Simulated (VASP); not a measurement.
# Zr in VASP: a series of runs, part 2 of 2

VASP 6.6.1. Earlier steps stand in the parts before.

### Step 3. Single point, LDA, collinear spin, zero start

The input, INCAR:

```
PREC = Accurate
ENCUT = 520
EDIFF = 1E-7
ISMEAR = -1
SIGMA = 0.1
LREAL = False
LASPH = True
NELM = 150
ALGO = Normal
ISIF = 2
LWAVE = False
LCHARG = False
ISPIN = 2
MAGMOM = 0 0
LORBIT = 11
LMAXMIX = 4
LDIPOL = True
IDIPOL = 3
DIPOL = 0.5 0.5 0.500
NBANDS = 23
```

The input, KPOINTS:

```
regular mesh
0
Gamma
  15 15 1
```

The input, POSCAR:

```
Zr
1.0
    3.1435815868      0.0000000000      0.0000000000
   -1.5717907934      2.7224215131      0.0000000000
    0.0000000000      0.0000000000     18.5467000000
Zr
2
Direct
    0.8333333330      0.1666666670      0.4313446917
    0.1666666670      0.8333333330      0.5686553083
```

Potentials or basis: VASP PAW LDA potentials, release 64 (Zr_sv).

Run with:

```sh
$ cat potpaw_LDA.64/Zr_sv/POTCAR > POTCAR
$ mpirun -np 1 vasp_std > vasp.out
```

OUTCAR:

```text
PREC = Accurate
   ENCUT = 520
   EDIFF = 1E-7
   ISMEAR = -1
   LREAL = False
   LASPH = True
   NELM = 150
   ISIF = 2
   ISPIN = 2
   LORBIT = 11

 ion  position               nearest neighbor table
   1  0.833  0.167  0.431-   2 3.13   2 3.13   2 3.13
   2  0.167  0.833  0.569-   1 3.13   1 3.13   1 3.13

  LATTYP: Found a hexagonal cell.
 ALAT       =     3.1435815868
 C/A-ratio  =     5.8998627800

  Lattice vectors:

 A1 = (   3.1435815868,   0.0000000000,   0.0000000000)
 A2 = (  -1.5717907934,   2.7224215131,   0.0000000000)
 A3 = (   0.0000000000,   0.0000000000,  18.5467000000)

Analysis of symmetry for initial positions (statically):
=====================================================================
 Subroutine PRICEL returns:
 Original cell was already a primitive cell.

 Routine SETGRP: Setting up the symmetry group for a
 hexagonal supercell.

 Subroutine GETGRP returns: Found 12 space group operations
 (whereof  4 operations were pure point group operations)
 out of a pool of 24 trial point group operations.

The static configuration has the point symmetry C_2h.
 The point group associated with its full space group is D_3d.

Analysis of symmetry for dynamics (positions and initial velocities):
=====================================================================
 Subroutine PRICEL returns:
 Original cell was already a primitive cell.

 Routine SETGRP: Setting up the symmetry group for a
 hexagonal supercell.

 Subroutine GETGRP returns: Found 12 space group operations
 (whereof  4 operations were pure point group operations)
 out of a pool of 24 trial point group operations.

The dynamic configuration has the point symmetry C_2h.
 The point group associated with its full space group is D_3d.

Analysis of structural, dynamic, and magnetic symmetry:
=====================================================================
 Subroutine PRICEL returns:
 Original cell was already a primitive cell.

 Routine SETGRP: Setting up the symmetry group for a
 hexagonal supercell.

 Subroutine GETGRP returns: Found 12 space group operations
 (whereof  4 operations were pure point group operations)
 out of a pool of 24 trial point group operations.

The overall configuration has the point symmetry C_2h.
 The point group associated with its full space group is D_3d.

 Subroutine INISYM returns: Found 12 space group operations
 (whereof  4 operations are pure point group operations),
 and found     1 'primitive' translations

----------------------------------------------------------------------------------------

                                     Primitive cell

  volume of cell :     158.7255

  direct lattice vectors                    reciprocal lattice vectors
     3.143581587  0.000000000  0.000000000     0.318108493  0.183660024  0.000000000
    -1.571790793  2.722421513  0.000000000     0.000000000  0.367320048  0.000000000
     0.000000000  0.000000000 18.546700000     0.000000000  0.000000000  0.053917948

  length of vectors
     3.143581587  3.143581587 18.546700000     0.367320048  0.367320048  0.053917948
[... 76 lines left out ...]
   LNONCOLLINEAR =      F non collinear calculations
   LSORBIT =      F    spin-orbit coupling
   LASPH  =      T    aspherical Exc in radial PAW
   ENCUT  =  520.0 eV  38.22 Ry    6.18 a.u.   5.84  5.84 34.48*2*pi/ulx,y,z
   NELM   =    150;   NELMIN=  2; NELMDL= -5     # of ELM steps
   EDIFF  = 0.1E-06   stopping-criterion for ELM
   LREAL  =      F    real-space projection
   EDIFFG = 0.1E-05   stopping-criterion for IOM
   NSW    =      0    number of steps for IOM
   IBRION =     -1    ionic relax: 0-MD 1-quasi-New 2-CG
   NFREE  =      0    steps in history (QN), initial steepest desc. (CG)
   ISIF   =      2    stress and relaxation
   ISYM   =      2    0-nonsym 1-usesym 2-fastsym
   POTIM  = 0.5000    time-step for ionic-motion
   TEBEG  =    0.0;   TEEND  =   0.0 temperature during run
   PSTRESS=    0.0 pullay stress
   NELECT =      24.0000    total number of electrons
   NUPDOWN=      -1.0000    fix difference up-down
   EMIN   =  10.00;   EMAX   =-10.00  energy-range for DOS
   EFERMI =   0.00;   METHOD = LEGACY
   ISMEAR =    -1;   SIGMA  =   0.10  broadening in eV -4-tet -1-fermi 0-gaus
   EFERMI_NEDOS =   21; number of points for ismear=-14 and -15
   IALGO  =     38    algorithm
   IMIX   =      4    mixing-type and parameters
     AMIX     =   0.40;   BMIX     =  1.00
     AMIX_MAG =   1.60;   BMIX_MAG =  1.00
  volume/ion in A,a.u.               =      79.36       535.57
  Fermi-wavevector in a.u.,A,eV,Ry     =   0.872160  1.648144 10.349457  0.760664
  Thomas-Fermi vector in A             =   1.991370
   LORBIT       =     11    0 simple, 1 ext, 2 COOP (PROOUT), +10 PAW based schemes
   GGA     = CA    functional components
   LHFCALC =     F    Hartree Fock is set to
   AEXX    =    0.0000 exact exchange contribution
   IVDW    =     0    specifies the selected vdW correction
   LEPSILON=     F    determine dielectric tensor
   LRPA    =     F    only Hartree local field effects (RPA)
 spin polarized calculation
  energy-cutoff  :      520.00
  volume of cell :      158.73
 maximum number of plane-waves:      4298
 NGX is ok and might be reduce to    24
   NGX = 11   NGY = 11   NGZ = 69

 number of electron      24.0000000 magnetization      -0.0000003

 number of electron      24.0000000 magnetization       0.0000000

 dipolmoment           0.000000      0.000000      0.000000 electrons x Angstroem

 Free energy of the ion-electron system (eV)
  ---------------------------------------------------
  ext. energy  EPLUGINS =         0.00000000
  ---------------------------------------------------
  free energy    TOTEN  =       -16.65490698 eV

  energy without entropy =      -16.51873092  energy(sigma->0) =      -16.58681895

 E-fermi :  -0.4642     XC(G=0):  -4.3439

 val. band max:       -0.4675717302   @ k =   0.2000   0.0667   0.0000
 cond. band min:      -0.4614245183   @ k =   0.3333   0.2667   0.0000
 fundamental gap:      0.0061472119
 Fermi energy:        -0.4641799913

 spin component 1

 k-point     1 :       0.0000    0.0000    0.0000
  band No.  band energies     occupation
      1     -49.0892      1.00000
      2     -48.9952      1.00000
      3     -27.5678      1.00000
      4     -26.9761      1.00000
      5     -26.7698      1.00000
      6     -26.7698      1.00000
[... 613 lines left out ...]
     22       6.8372      0.00000
     23       8.3894      0.00000

 [... further k-points ...]

 spin component 2

 k-point     1 :       0.0000    0.0000    0.0000
  band No.  band energies     occupation
      1     -49.0892      1.00000
      2     -48.9952      1.00000
      3     -27.5678      1.00000
      4     -26.9761      1.00000
      5     -26.7698      1.00000
      6     -26.7698      1.00000
[... 613 lines left out ...]
     22       6.8372      0.00000
     23       8.3894      0.00000

 [... further k-points ...]

------------------------ aborting loop because EDIFF is reached ----------------------------------------

 vacuum level on the upper side and lower side of the slab       (xc-potential included)        -0.101        -0.101

  FORCE on cell =-STRESS in cart. coord.  units (eV):
  Direction    XX          YY          ZZ          XY          YZ          ZX
  --------------------------------------------------------------------------------------
  -------------------------------------------------------------------------------------
  Total       -2.4986103     -2.4986103     -2.0413362      0.0000000     -0.0000000      0.0000000
  in kB      -25.2210032    -25.2210032    -20.6052730      0.0000000     -0.0000000      0.0000000
  external PRESSURE =     -23.6824265 kB  Pullay stress =       0.0000000 kB

 VOLUME and BASIS-vectors are now :
 -----------------------------------------------------------------------------
  energy-cutoff  :      520.00
  volume of cell :      158.73
      direct lattice vectors                 reciprocal lattice vectors
     3.143581587  0.000000000  0.000000000     0.318108493  0.183660024  0.000000000
    -1.571790793  2.722421513  0.000000000     0.000000000  0.367320048  0.000000000
     0.000000000  0.000000000 18.546700000     0.000000000  0.000000000  0.053917948

 POSITION                                       TOTAL-FORCE (eV/Angst)
 -----------------------------------------------------------------------------------
      2.35769      0.45374      8.00002        -0.000000      0.000000      0.795189
     -0.78590      2.26868     10.54668         0.000000     -0.000000     -0.795189
 -----------------------------------------------------------------------------------
    total drift:                                0.000006     -0.000003      0.000000

  FREE ENERGIE OF THE ION-ELECTRON SYSTEM (eV)
  ---------------------------------------------------
  free  energy   TOTEN  =       -16.6549069842 eV

  energy  without entropy=      -16.5187309230  energy(sigma->0) =      -16.58681895

 vacuum level on the upper side and lower side of the slab         3.941         3.941

 total charge

# of ion       s       p       d       tot
------------------------------------------
    1        2.248   5.930   1.686   9.864
    2        2.248   5.930   1.686   9.864
--------------------------------------------------
tot          4.496  11.860   3.372  19.727

 magnetization (x)

# of ion       s       p       d       tot
------------------------------------------
    1        0.000   0.000   0.000   0.000
    2        0.000   0.000   0.000   0.000
--------------------------------------------------
tot          0.000   0.000   0.000   0.000
```

OSZICAR:

```text
N       E                     dE             d eps       ncg     rms          rms(c)
DAV:   1     0.193305082237E+03    0.19331E+03   -0.12065E+04  2884   0.866E+02
DAV:   2    -0.220703409256E+00   -0.19353E+03   -0.18914E+03  3207   0.266E+02
DAV:   3    -0.172086528339E+02   -0.16988E+02   -0.16721E+02  4460   0.505E+01
[... 16 lines left out ...]
DAV:  20    -0.166549030033E+02   -0.91427E-05   -0.41017E-07  2681   0.105E-03    0.276E-04
DAV:  21    -0.166549059041E+02   -0.29008E-05   -0.10255E-07  2429   0.500E-04    0.133E-04
DAV:  22    -0.166549068021E+02   -0.89804E-06   -0.30543E-08  2390   0.256E-04    0.564E-05
DAV:  23    -0.166549069231E+02   -0.12093E-06   -0.19913E-09  2188   0.105E-04    0.290E-05
DAV:  24    -0.166549069842E+02   -0.61145E-07   -0.19057E-09  2174   0.859E-05
   1 F= -.16654907E+02 E0= -.16586819E+02  d E =-.136176E+00  mag=     0.0000
```

stdout:

```text
POSCAR found type information on POSCAR Zr
 POSCAR found :  1 types and       2 ions
 scaLAPACK will be used
 LDA part: xc-table for (Slater(with rela. corr.)+CA(PZ))
 , standard interpolation
 POSCAR, INCAR and KPOINTS ok, starting setup
 FFT: planning ... GRIDC
 FFT: planning ... GRID_SOFT
 FFT: planning ... GRID
 WAVECAR not read
 entering main loop
```

Wall time 89 s (1 thread of Intel Xeon 6975P-C (Granite Rapids), shared host); peak memory 0.31 GiB.

What came out:

* Free energy: -16.6549 eV
* Largest force: 0.795 eV/Å
* Band gap on the k mesh: zero (filled and empty bands overlap)
* Net moment: 0.00 μB per cell
* Valence electrons inside the program's atomic spheres: Zr 9.86

Forces in eV/Å, atoms in the order of the input:
```
Zr   0.000  0.000  0.795
Zr   0.000  0.000 -0.795
```

The gap in the log of VASP goes by the Fermi energy; the results here count the filled bands.